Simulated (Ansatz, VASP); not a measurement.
**Two plane-wave programs on LiF**

```
CELL_PARAMETERS angstrom
2.81440 0.00000 0.00000
-1.40720 2.43735 0.00000
0.00000 0.00000 4.88186
ATOMIC_POSITIONS crystal
Li 0.33333 0.66667 0.38398
Li 0.66667 0.33333 0.88398
F 0.33333 0.66667 0.99102
F 0.66667 0.33333 0.49102
```

Alike in both runs: task single point; functional LDA; k mesh 9 × 9 × 6; occupations gaussian, width 0.05 eV; no spin polarisation.

```csv
,VASP,Ansatz
version,VASP 6.6.1,Ansatz 0.2.0
potentials or method,"VASP PAW LDA potentials, release 64 (Li_sv, F), cutoff 520 eV","scalar-relativistic, plane waves, PAW"
valence electrons in the cell,20,20
```

Ansatz gave:

```
gap on the k mesh at the Fermi level (eV) : 8.55
least direct gap on the mesh (eV)         : 8.55
rms of the force components (eV/Å)        : 0.355
```

Question: Which values does VASP return?

Answer: gap on the k mesh at the Fermi level (eV): 8.53; least direct gap on the mesh (eV): 8.53; rms of the force components (eV/Å): 0.360.

LDA's correlation is that of Perdew and Zunger in VASP and of Perdew and Wang (1992) in Ansatz. Atom by atom the forces differ by 0.005 eV/Å (rms over components).

Noted on VASP's run: the cutoff is short for stress, so the pressure is rough.
